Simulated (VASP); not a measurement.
Here is a VASP 6.6.1 calculation.

File POSCAR:

```
BaTiO3
1.0
    2.8243419785      1.6306346015      2.3062267674
   -2.8243419785      1.6306346015      2.3062267674
    0.0000000000     -3.2612692031      2.3062267674
Ba Ti O
1 1 3
Direct
    0.0001460400      0.0001460400      0.0001460400
    0.5001460400      0.5001460400      0.5001460400
    0.5001460400      1.0001460400      0.5001460400
    0.5001460400      0.5001460400      1.0001460400
    1.0001460400      0.5001460400      0.5001460400
```

Contents of INCAR.step1:

```
  ALGO = Normal
  EDIFF = 1E-5
  ENCUT = 660
  GGA = PE
  GGA_COMPAT = False
  ISMEAR = 0
  LASPH = True
  LCHARG = False
  LREAL = False
  LWAVE = True
  NBANDS = 28
  NELM = 120
  PREC = Accurate
  SIGMA = 0.02
```

The input INCAR.step2:

```
  ALGO = Normal
  EDIFF = 1E-6
  ENCUT = 660
  GGA_COMPAT = False
  ISIF = 2
  ISMEAR = 0
  ISTART = 1
  LASPH = True
  LCHARG = False
  LMIXTAU = True
  LREAL = False
  LWAVE = False
  METAGGA = R2SCAN
  NBANDS = 28
  NELM = 120
  PREC = Accurate
  SIGMA = 0.02
```

The input KPOINTS:

```
k-points
0
Gamma
  9 9 9
```

Potentials or basis: VASP PAW PBE potentials, release 64 (Ba_sv, Ti_sv, O).

Run with:

```sh
$ cat potpaw_PBE.64/Ba_sv/POTCAR potpaw_PBE.64/Ti_sv/POTCAR potpaw_PBE.64/O/POTCAR > POTCAR
$ cp INCAR.step1 INCAR
$ mpirun -np 1 vasp_std > vasp.out
$ cp INCAR.step2 INCAR
$ mpirun -np 1 vasp_std > vasp.out
```

Question: Predict the band gap on the k mesh.

Answer: 2.19 eV (least direct gap 2.30 eV).

Question: Predict the pressure.

Answer: 1.8 GPa.

Caveat: the PAW data sets were made with another functional, which shifts forces and pressure a little; spin-orbit coupling is left out, which moves the levels of the heavy elements; an odd mesh through Γ misses points on the zone boundary, where band edges can lie.
